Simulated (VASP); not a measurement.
# Zr3S2 (R32) in VASP: further runs

Runs on Zr3S2. Level: PBE. Tasks: single point.

Program: VASP 6.6.1. These are calculated values, not measurements. Logs are shortened: lines on timing, memory, paths and dates and some standing lists are left out, and cuts for length are marked.

## 1. The cell of the first run

The structure is trigonal, space group R32 (No. 155). Conventional cell: a = 5.501 Å, b = 5.501 Å, c = 10.441 Å, α = 90.00°, β = 90.00°, γ = 120.00°. Zr (site symmetry 2) has 4 S at 2.53 to 2.54 Å and 6 Zr at 3.15 to 3.22 Å within 3.3 Å. Within 3.3 Å of S (site symmetry 3) lie 6 Zr at 2.53 to 2.54 Å and 3 S at 3.18 Å.

## 2. Single point, PBE (strain -0.050 along x and y, +0.000 along z)

File INCAR:

```
PREC = Accurate
ENCUT = 520
EDIFF = 1E-7
ISMEAR = 0
SIGMA = 0.15
LREAL = False
LASPH = True
NELM = 100
ALGO = Normal
ISIF = 2
LWAVE = False
LCHARG = False
GGA = PE
NBANDS = 32
```

File KPOINTS:

```
Automatic mesh
0
Gamma
  12 12 12
```

File POSCAR:

```
Zr3S2
1.0
    2.7504512434      1.5879737658      3.4803742106
   -2.7504512434      1.5879737658      3.4803742106
    0.0000000000     -3.1759475315      3.4803742107
Zr S
3 2
Direct
    0.1621066357      0.8378933643      0.5000000000
    0.5000000000      0.1621066357      0.8378933643
    0.8378933643      0.5000000000      0.1621066357
    0.3347765468      0.3347765468      0.3347765468
    0.6652234532      0.6652234532      0.6652234532
```

Potentials or basis: VASP PAW PBE potentials, release 64 (Zr_sv, S).

Started as:

```bash
> cat potpaw_PBE.64/Zr_sv/POTCAR potpaw_PBE.64/S/POTCAR > POTCAR
> mpirun -np 1 vasp_std > vasp.out
```

OUTCAR:

```text
PREC = Accurate
   ENCUT = 520
   EDIFF = 1E-7
   ISMEAR = 0
   LREAL = False
   LASPH = True
   NELM = 100
   ISIF = 2
   GGA = PE

 ion  position               nearest neighbor table
   1  0.162  0.838  0.500-   4 2.53   5 2.53   5 2.54   4 2.54   2 3.15   3 3.15   3 3.15   2 3.15
                             3 3.22   2 3.22   2 3.48   3 3.48
   2  0.500  0.162  0.838-   5 2.53   4 2.53   5 2.54   4 2.54   1 3.15   1 3.15   3 3.15   3 3.15
                             3 3.22   1 3.22   3 3.48   1 3.48
   3  0.838  0.500  0.162-   4 2.53   5 2.53   4 2.54   5 2.54   1 3.15   1 3.15   2 3.15   2 3.15
                             2 3.22   1 3.22   2 3.48   1 3.48
   4  0.335  0.335  0.335-   1 2.53   3 2.53   2 2.53   3 2.54   1 2.54   2 2.54
   5  0.665  0.665  0.665-   1 2.53   2 2.53   3 2.53   2 2.54   1 2.54   3 2.54

  LATTYP: Found a trigonal (rhomboedric) cell.
 ALAT       =     4.7116501747
 COS(alpha) =     0.3184592605

  Lattice vectors:

 A1 = (   2.7504512434,   1.5879737658,   3.4803742106)
 A2 = (  -2.7504512434,   1.5879737658,   3.4803742106)
 A3 = (   0.0000000000,  -3.1759475315,   3.4803742107)

Analysis of symmetry for initial positions (statically):
=====================================================================
 Subroutine PRICEL returns:
 Original cell was already a primitive cell.

 Routine SETGRP: Setting up the symmetry group for a
 trigonal (rhombohedral) supercell.

 Subroutine GETGRP returns: Found  6 space group operations
 (whereof  6 operations were pure point group operations)
 out of a pool of 12 trial point group operations.

The static configuration has the point symmetry D_3 .

Analysis of symmetry for dynamics (positions and initial velocities):
=====================================================================
 Subroutine PRICEL returns:
 Original cell was already a primitive cell.

 Routine SETGRP: Setting up the symmetry group for a
 trigonal (rhombohedral) supercell.

 Subroutine GETGRP returns: Found  6 space group operations
 (whereof  6 operations were pure point group operations)
 out of a pool of 12 trial point group operations.

The dynamic configuration has the point symmetry D_3 .

 Subroutine INISYM returns: Found  6 space group operations
 (whereof  6 operations are pure point group operations),
 and found     1 'primitive' translations

----------------------------------------------------------------------------------------

                                     Primitive cell

  volume of cell :      91.2062

  direct lattice vectors                    reciprocal lattice vectors
     2.750451243  1.587973766  3.480374211     0.181788352  0.104955554  0.095775142
    -2.750451243  1.587973766  3.480374211    -0.181788352  0.104955554  0.095775142
     0.000000000 -3.175947531  3.480374211     0.000000000 -0.209911108  0.095775142

  length of vectors
     4.711650175  4.711650175  4.711650175     0.230728306  0.230728306  0.230728306

  position of ions in fractional coordinates (direct lattice)
     0.162106636  0.837893364  0.500000000
     0.500000000  0.162106636  0.837893364
     0.837893364  0.500000000  0.162106636
     0.334776547  0.334776547  0.334776547
     0.665223453  0.665223453  0.665223453

  ion indices of the primitive-cell ions
   primitive index   ion index
                 1           1
                 2           2
                 3           3
                 4           4
                 5           5

----------------------------------------------------------------------------------------

 KPOINTS: Automatic mesh

Automatic generation of k-mesh.
 Grid dimensions read from file:
 generate k-points for:   12   12   12

 Generating k-lattice:

  Cartesian coordinates                     Fractional coordinates (reciprocal lattice)
     0.015149029  0.008746296  0.007981262     0.083333333  0.000000000 -0.000000000
    -0.015149029  0.008746296  0.007981262     0.000000000  0.083333333 -0.000000000
     0.000000000 -0.017492592  0.007981262    -0.000000000 -0.000000000  0.083333333

  Length of vectors
     0.019227359  0.019227359  0.019227359

  Shift w.r.t. Gamma in fractional coordinates (k-lattice)
     0.000000000  0.000000000  0.000000000

 Subroutine IBZKPT returns following result:
 ===========================================

 Found    189 irreducible k-points:

 Following reciprocal coordinates:
            Coordinates               Weight
  0.000000  0.000000  0.000000      1.000000
  0.083333  0.000000  0.000000      6.000000
  0.166667  0.000000  0.000000      6.000000
  0.250000  0.000000 -0.000000      6.000000
  0.333333  0.000000 -0.000000      6.000000
  0.416667  0.000000 -0.000000      6.000000
[... 16 lines left out ...]
  0.500000  0.166667 -0.000000     12.000000
 -0.416667  0.166667  0.000000     12.000000
 [... further k-points ...]
   k-points           NKPTS =    189   k-points in BZ     NKDIM =    189   number of bands    NBANDS=     32
   number of dos      NEDOS =    301   number of ions     NIONS =      5
   total plane-waves  NPLWV =  46656
   dimension x,y,z NGX =    36 NGY =   36 NGZ =   36
   dimension x,y,z NGXF=    72 NGYF=   72 NGZF=   72
   ions per type =               3   2
   NGX,Y,Z   is equivalent  to a cutoff of  12.70, 12.70, 12.70 a.u.
   NGXF,Y,Z  is equivalent  to a cutoff of  25.40, 25.40, 25.40 a.u.
 SYSTEM =  unknown system
   PREC   = accura    normal or accurate (medium, high low for compatibility)
   ISTART =      0    job   : 0-new  1-cont  2-samecut
   ICHARG =      2    charge: 1-file 2-atom 10-const
   ISPIN  =      1    spin polarized calculation?
   LNONCOLLINEAR =      F non collinear calculations
   LSORBIT =      F    spin-orbit coupling
   LASPH  =      T    aspherical Exc in radial PAW
   ENCUT  =  520.0 eV  38.22 Ry    6.18 a.u.   8.76  8.76  8.76*2*pi/ulx,y,z
   NELM   =    100;   NELMIN=  2; NELMDL= -5     # of ELM steps
   EDIFF  = 0.1E-06   stopping-criterion for ELM
   LREAL  =      F    real-space projection
   EDIFFG = 0.1E-05   stopping-criterion for IOM
   NSW    =      0    number of steps for IOM
   IBRION =     -1    ionic relax: 0-MD 1-quasi-New 2-CG
   NFREE  =      0    steps in history (QN), initial steepest desc. (CG)
   ISIF   =      2    stress and relaxation
   ISYM   =      2    0-nonsym 1-usesym 2-fastsym
   POTIM  = 0.5000    time-step for ionic-motion
   TEBEG  =    0.0;   TEEND  =   0.0 temperature during run
   PSTRESS=    0.0 pullay stress
   NELECT =      48.0000    total number of electrons
   NUPDOWN=      -1.0000    fix difference up-down
   EMIN   =  10.00;   EMAX   =-10.00  energy-range for DOS
   EFERMI =   0.00;   METHOD = LEGACY
   ISMEAR =     0;   SIGMA  =   0.15  broadening in eV -4-tet -1-fermi 0-gaus
   EFERMI_NEDOS =   21; number of points for ismear=-14 and -15
   IALGO  =     38    algorithm
   IMIX   =      4    mixing-type and parameters
     AMIX     =   0.40;   BMIX     =  1.00
     AMIX_MAG =   1.60;   BMIX_MAG =  1.00
  volume/ion in A,a.u.               =      18.24       123.10
  Fermi-wavevector in a.u.,A,eV,Ry     =   1.321743  2.497732 23.769448  1.747005
  Thomas-Fermi vector in A             =   2.451475
   LORBIT       =      0    0 simple, 1 ext, 2 COOP (PROOUT), +10 PAW based schemes
   GGA     = PE    functional components
   LHFCALC =     F    Hartree Fock is set to
   AEXX    =    0.0000 exact exchange contribution
   IVDW    =     0    specifies the selected vdW correction
   LEPSILON=     F    determine dielectric tensor
   LRPA    =     F    only Hartree local field effects (RPA)
 non-spin polarized calculation
 Gauss-broadening in eV      SIGMA  =   0.15
  energy-cutoff  :      520.00
  volume of cell :       91.21
 maximum number of plane-waves:      2473
   NGX = 17   NGY = 17   NGZ = 17

 number of electron      47.9999998 magnetization

 Free energy of the ion-electron system (eV)
  ---------------------------------------------------
  ext. energy  EPLUGINS =         0.00000000
  ---------------------------------------------------
  free energy    TOTEN  =       -38.76971755 eV

  energy without entropy =      -38.74428755  energy(sigma->0) =      -38.75700255

 E-fermi :  10.1370     XC(G=0): -11.4240

 val. band max:       10.1304643640   @ k =  -0.3333   0.0833   0.0833
 cond. band min:      10.1416214679   @ k =  -0.4167   0.1667   0.1667
 fundamental gap:      0.0111571039
 Fermi energy:        10.1370286562

 k-point     1 :       0.0000    0.0000    0.0000
  band No.  band energies     occupation
      1     -38.6750      2.00000
      2     -38.5327      2.00000
      3     -38.5327      2.00000
      4     -16.9815      2.00000
      5     -16.9502      2.00000
      6     -16.9089      2.00000
[... 24 lines left out ...]
     31      13.9875      0.00000
     32      14.4415      0.00000

 k-point     2 :       0.0833    0.0000    0.0000
  band No.  band energies     occupation
      1     -38.6723      2.00000
      2     -38.5356      2.00000
      3     -38.5325      2.00000
      4     -17.0134      2.00000
      5     -16.9949      2.00000
      6     -16.8972      2.00000
[... 24 lines left out ...]
     31      14.0887      0.00000
     32      14.2395      0.00000

 k-point     3 :       0.1667    0.0000    0.0000
  band No.  band energies     occupation
      1     -38.6644      2.00000
      2     -38.5419      2.00000
      3     -38.5341      2.00000
      4     -17.0540      2.00000
      5     -17.0441      2.00000
      6     -16.9035      2.00000
[... 24 lines left out ...]
     31      14.0581      0.00000
     32      14.3052      0.00000

 k-point     4 :       0.2500    0.0000   -0.0000
  band No.  band energies     occupation
      1     -38.6520      2.00000
      2     -38.5517      2.00000
      3     -38.5366      2.00000
      4     -17.0968      2.00000
      5     -17.0572      2.00000
      6     -16.9200      2.00000
[... 24 lines left out ...]
     31      13.9822      0.00000
     32      14.3892      0.00000

 k-point     5 :       0.3333    0.0000   -0.0000
  band No.  band energies     occupation
      1     -38.6362      2.00000
      2     -38.5649      2.00000
      3     -38.5392      2.00000
      4     -17.1312      2.00000
      5     -17.0382      2.00000
      6     -16.9335      2.00000
[... 584 lines left out ...]
     31      14.1081      0.00000
     32      14.2588      0.00000

 k-point    22 :       0.4167    0.1667   -0.0000
  band No.  band energies     occupation
      1     -38.6258      2.00000
      2     -38.5683      2.00000
      3     -38.5457      2.00000
      4     -17.1101      2.00000
      5     -17.0846      2.00000
      6     -16.9643      2.00000
[... 24 lines left out ...]
     31      14.0112      0.00000
     32      14.2587      0.00000

 k-point    23 :       0.5000    0.1667   -0.0000
  band No.  band energies     occupation
      1     -38.6085      2.00000
      2     -38.5827      2.00000
      3     -38.5488      2.00000
      4     -17.1058      2.00000
      5     -17.0575      2.00000
      6     -16.9665      2.00000
[... 24 lines left out ...]
     31      13.8476      0.00000
     32      14.2431      0.00000

 k-point    24 :      -0.4167    0.1667    0.0000
  band No.  band energies     occupation
      1     -38.5999      2.00000
      2     -38.5897      2.00000
      3     -38.5505      2.00000
      4     -17.1152      2.00000
      5     -17.0003      2.00000
      6     -16.9679      2.00000
[... 24 lines left out ...]
     31      13.6882      0.00000
     32      14.2252      0.00000

 [... further k-points ...]

------------------------ aborting loop because EDIFF is reached ----------------------------------------

  FORCE on cell =-STRESS in cart. coord.  units (eV):
  Direction    XX          YY          ZZ          XY          YZ          ZX
  --------------------------------------------------------------------------------------
  -------------------------------------------------------------------------------------
  Total        9.4600874      9.4600874      6.4493690      0.0000000     -0.0000000      0.0000000
  in kB      166.1809611    166.1809611    113.2930685      0.0000000     -0.0000000      0.0000000
  external PRESSURE =     148.5516635 kB  Pullay stress =       0.0000000 kB

 VOLUME and BASIS-vectors are now :
 -----------------------------------------------------------------------------
  energy-cutoff  :      520.00
  volume of cell :       91.21
      direct lattice vectors                 reciprocal lattice vectors
     2.750451243  1.587973766  3.480374211     0.181788352  0.104955554  0.095775142
    -2.750451243  1.587973766  3.480374211    -0.181788352  0.104955554  0.095775142
     0.000000000 -3.175947531  3.480374211     0.000000000 -0.209911108  0.095775142

 POSITION                                       TOTAL-FORCE (eV/Angst)
 -----------------------------------------------------------------------------------
     -1.85872      0.00000      5.22056        -0.375031     -0.000000      0.000000
      0.92936     -1.60970      5.22056         0.187515     -0.324786      0.000000
      0.92936      1.60970      5.22056         0.187515      0.324786     -0.000000
      0.00000      0.00000      3.49544        -0.000000      0.000000      0.010598
      0.00000      0.00000      6.94568        -0.000000     -0.000000     -0.010598
 -----------------------------------------------------------------------------------
    total drift:                                0.000000     -0.000000      0.000000

  FREE ENERGIE OF THE ION-ELECTRON SYSTEM (eV)
  ---------------------------------------------------
  free  energy   TOTEN  =       -38.7697175469 eV

  energy  without entropy=      -38.7442875530  energy(sigma->0) =      -38.75700255
```

Run time: 5.8 min. Hardware: 1 thread of AMD EPYC 9R45 (Zen 5), shared host; peak memory 0.49 GiB.

Results:

```
Free energy            : -38.7697 eV
Pressure               : 14.9 GPa
Largest force          : 0.375 eV/Å
Band gap on the k mesh : zero (band 24 reaches 10.37 eV, above the bottom of band 25 at 9.91 eV)
```

Forces in eV/Å, atoms in the order of the input:
```
Zr  -0.375  0.000  0.000
Zr   0.188 -0.325  0.000
Zr   0.188  0.325  0.000
S    0.000  0.000  0.011
S    0.000  0.000 -0.011
```

Stress tensor (GPa, compression positive):
```
16.62  0.00  0.00
 0.00 16.62  0.00
 0.00  0.00 11.33
```

Levels at points of the mesh, in eV from the Fermi level:
| k point | band 20 | band 21 | band 22 | band 23 | band 24 | band 25 | band 26 | band 27 | band 28 | band 29 |
| --- | --- | --- | --- | --- | --- | --- | --- | --- | --- | --- |
| (0.00, 0.00, 0.00) | -4.05 | -2.87 | -1.98 | 0.13 | 0.13 | 0.76 | 0.76 | 2.04 | 3.14 | 3.14 |
| (0.50, 0.00, 0.00) | -3.55 | -1.30 | -1.26 | -0.96 | -0.71 | -0.14 | 1.03 | 1.91 | 2.12 | 2.97 |
| (0.50, 0.50, 0.00) | -3.66 | -2.20 | -1.25 | -0.92 | -0.38 | -0.23 | 1.04 | 2.15 | 2.18 | 2.52 |
| (0.50, 0.50, 0.50) | -4.38 | -0.85 | -0.60 | -0.18 | -0.18 | 0.45 | 0.45 | 1.23 | 1.23 | 2.08 |

Caveat: the cell differs from its parent crystal (strain -0.050 along x and y, +0.000 along z).

(Continued in part 2 of 3.)
